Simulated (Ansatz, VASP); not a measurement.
# One calculation of Rh, two programs

The input INCAR:

```
PREC = Accurate
ENCUT = 500
EDIFF = 1E-6
ISMEAR = 0
SIGMA = 0.05
LREAL = False
LASPH = True
NELM = 120
ALGO = Normal
ISIF = 2
LWAVE = False
LCHARG = False
GGA = PE
NBANDS = 14
GGA_COMPAT = False
```

The input KPOINTS:

```
Automatic mesh
0
Gamma
  10 10 10
```

Contents of POSCAR:

```
Rh
1.0
   -1.5350999966      1.5350999966      1.5350999966
    1.5350999966     -1.5350999966      1.5350999966
    1.5350999966      1.5350999966     -1.5350999966
Rh
1
Direct
    0.0000000000      0.0000000000      0.0000000000
```

Input for Ansatz:

```yaml
crystal:
  lattice:
    - [-1.5350999966, 1.5350999966, 1.5350999966]
    - [1.5350999966, -1.5350999966, 1.5350999966]
    - [1.5350999966, 1.5350999966, -1.5350999966]
  atoms:
    - { symbol: Rh, position: [0.0, 0.0, 0.0] }
basis:
  ecutwfc: 600
  ecutrho_ratio: 5
kpoints:
  mp_grid: { grid: [10, 10, 10] }
hamiltonian:
  xc: pbe
scf:
  occupations: { method: gaussian, width: 0.05 }
output:
  forces: true
  stress: true
  eigenvalues: true
```

Alike in both runs: task single point; functional PBE; k mesh 10 × 10 × 10; occupations gaussian, width 0.05 eV; no spin polarisation.

|  | VASP | Ansatz |
| --- | --- | --- |
| version | VASP 6.6.1 | Ansatz 0.2.0 |
| potentials or method | VASP PAW PBE potentials, release 64 (Rh_pv), cutoff 500 eV | scalar-relativistic, plane waves, PAW |
| valence electrons in the cell | 15 | 17 |

VASP gave:

| Quantity | Value |
| --- | --- |
| pressure (GPa) | 0.0 |

Question: Which values does Ansatz return?

Answer: Pressure (GPa): -0.1.

VASP's potentials hold 15 valence electrons a cell and Ansatz's 17, so a difference there can come from the potentials and not from the codes.
